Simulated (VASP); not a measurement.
# Tm3BF: single point with PBE

The system is Tm3BF.

```xyz
5
Lattice="4.5408 0.0000 0.0000 0.0000 4.5408 0.0000 0.0000 0.0000 4.5408" Properties=species:S:1:pos:R:3 pbc="T T T"
Tm    2.2704    0.0000    0.0000
Tm    0.0000    2.2704    0.0000
Tm    0.0000    0.0000    2.2704
B     2.2704    2.2704    2.2704
F     0.0000    0.0000    0.0000
```

The cell was built from a structure type or drawn by symmetry, and may not be a known phase.

* Program: VASP 6.6.1
* Task: single point
* Functional: PBE
* Potentials or basis: VASP PAW PBE potentials, release 64 (Tm, B, F)
* Cutoff: 600 eV
* k mesh: 4 × 4 × 4
* Occupations: gaussian, width 0.1 eV
* Spin: no spin polarisation

- Pressure: -3.9 GPa
- Band gap on the k mesh: zero (an odd number of electrons rules out a gap without spin polarisation)

Levels at points of the mesh, in eV from the Fermi level:
```tsv
k point	band 38	band 39	band 40	band 41	band 42	band 43
(0.00, 0.00, 0.00)	-0.08	-0.08	-0.08	-0.06	-0.06	-0.06
(0.50, 0.00, 0.00)	-0.07	-0.07	0.04	0.04	0.49	1.67
(0.50, 0.50, 0.00)	-0.10	-0.08	-0.06	0.00	2.05	2.13
(0.50, 0.50, 0.50)	-0.03	0.09	0.09	0.09	0.13	0.13
```

Wall time 91 s on 1 thread of Intel(R) Xeon(R) 6975P-C (Granite Rapids) (shared host), peak memory 0.24 GiB.

Caveat: the cell stands under tension; spin-orbit coupling is left out, which moves the levels of the heavy elements; an odd number of electrons without spin polarisation forces a metal; a magnetic or distorted state may lie lower; the run has no spin polarisation, though such a crystal can be magnetic; semilocal functionals describe open f shells poorly, which spoils levels, moments and volumes. With open d or f shells a metallic result of PBE can be an artefact of self-interaction; +U or a hybrid may open a gap.
